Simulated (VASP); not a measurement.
Set up this calculation in VASP 6.6.1, as the native input.

| Quantity | Value |
| --- | --- |
| Task | single point |
| Functional | r2SCAN |
| Potentials or basis | VASP PAW PBE potentials, release 64 (Pd, Sc_sv) |
| Cutoff | 520 eV |
| k mesh | 5 × 5 × 5 |
| Occupations | fermi-dirac, width 0.1 eV |
| Spin | no spin polarisation |
| Dipole correction | no |
| Further INCAR settings | ALGO = Normal; EDIFF = 1e-06; NBANDS = 40 |

The system is ScPd2.

```
Pd Sc
1.0
     0.00000    4.01659    0.00000
     6.28313   -2.00830    0.00000
     0.00000    0.00000   -3.87395
Pd Sc
4 2
Direct
  0.16763 0.33526 0.50000
  0.83237 0.66474 0.50000
  0.50000 0.00000 0.50000
  0.00000 0.00000 0.00000
  0.34917 0.69834 0.00000
  0.65083 0.30166 0.00000
```

One way to write it, as run:

POSCAR

```
ScPd2
1.0
    0.0000000016      4.0165903093      0.0000000000
    6.2831346989     -2.0082951571      0.0000000000
    0.0000000000      0.0000000000     -3.8739544357
Pd Sc
4 2
Direct
    0.1676312323      0.3352624647      0.5000000000
    0.8323687677      0.6647375353      0.5000000000
    0.5000000000      0.0000000000      0.5000000000
    0.0000000000      0.0000000000      0.0000000000
    0.3491690040      0.6983380081      0.0000000000
    0.6508309960      0.3016619919      0.0000000000
```

INCAR.step1

```
PREC = Accurate ; ENCUT = 520
ISMEAR = -1 ; SIGMA = 0.1
LREAL = False ; LASPH = True
NELM = 100 ; NBANDS = 40
GGA = PE ; ALGO = Normal
EDIFF = 1E-4 ; LWAVE = True
LCHARG = False
```

INCAR.step2

```
PREC = Accurate ; ENCUT = 520
EDIFF = 1E-6 ; ISMEAR = -1
SIGMA = 0.1 ; LREAL = False
LASPH = True ; NELM = 100
ALGO = Normal ; ISIF = 2
LWAVE = False ; LCHARG = False
METAGGA = R2SCAN ; LMIXTAU = True
NBANDS = 40 ; ISTART = 1
```

KPOINTS

```
regular mesh
0
Gamma
  5 5 5
```

Potentials or basis: VASP PAW PBE potentials, release 64 (Pd, Sc_sv).

Launch:

```bash
$ cat potpaw_PBE.64/Pd/POTCAR potpaw_PBE.64/Sc_sv/POTCAR > POTCAR
$ cp INCAR.step1 INCAR
$ mpirun -np 1 vasp_std > vasp.out
$ cp INCAR.step2 INCAR
$ mpirun -np 1 vasp_std > vasp.out
```

Results of the run:

```yaml
Pressure: 0.8 GPa
Largest_force: 0.054 eV/Å
Band_gap_on_the_k_mesh: zero (band 31 reaches 9.49 eV, above the bottom of band 32 at 7.63 eV)
```

Caveat: the PAW data sets were made with another functional, which shifts forces and pressure a little.

Wall time 5.5 min on 1 thread of Intel(R) Xeon(R) Platinum 8488C (Sapphire Rapids), on a shared host, peak memory 0.26 GiB.
